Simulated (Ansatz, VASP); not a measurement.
## Ca6Mn2C6O: VASP beside Ansatz

```
Mn Ca C O
1.0
     4.48473    2.58926    3.09107
    -4.48473    2.58926    3.09107
     0.00000   -5.17851    3.09107
Mn Ca C O
2 6 6 1
Direct
  0.37701 0.37701 0.37701
  0.62299 0.62299 0.62299
  0.20450 0.35709 0.89291
  0.89291 0.20450 0.35709
  0.35709 0.89291 0.20450
  0.79550 0.64291 0.10709
  0.10709 0.79550 0.64291
  0.64291 0.10709 0.79550
  0.53550 0.28180 0.15680
  0.15680 0.53550 0.28180
  0.28180 0.15680 0.53550
  0.46450 0.71820 0.84320
  0.84320 0.46450 0.71820
  0.71820 0.84320 0.46450
  0.00000 0.00000 0.00000
```

Alike in both runs: task single point; functional PBE; k mesh 5 × 5 × 5; no spin polarisation.

|  | VASP | Ansatz |
| --- | --- | --- |
| version | VASP 6.6.1 | Ansatz 0.2.0 |
| potentials or method | VASP PAW PBE potentials, release 64 (Mn_pv, Ca_sv, C, O), cutoff 520 eV | PAW plane waves |
| occupations | fermi-dirac, width 0.1 eV | fermi-dirac |
| valence electrons in the cell | 116 | 120 |

|  | VASP | Ansatz | Ansatz less VASP |
| --- | --- | --- | --- |
| pressure (GPa) | 5.4 | 5.0 | -0.39 |
| traceless stress, the component that is largest in VASP (GPa) | 6.60 | 6.66 | +0.062 |
| rms of the force components (eV/Å) | 0.774 | 0.780 | +0.0061 |

Atom by atom the forces differ by 0.013 eV/Å (rms over components). VASP's potentials hold 116 valence electrons a cell and Ansatz's 120, so a difference there can come from the potentials and not from the codes. Ansatz's warnings: structure snapped to symmetry.
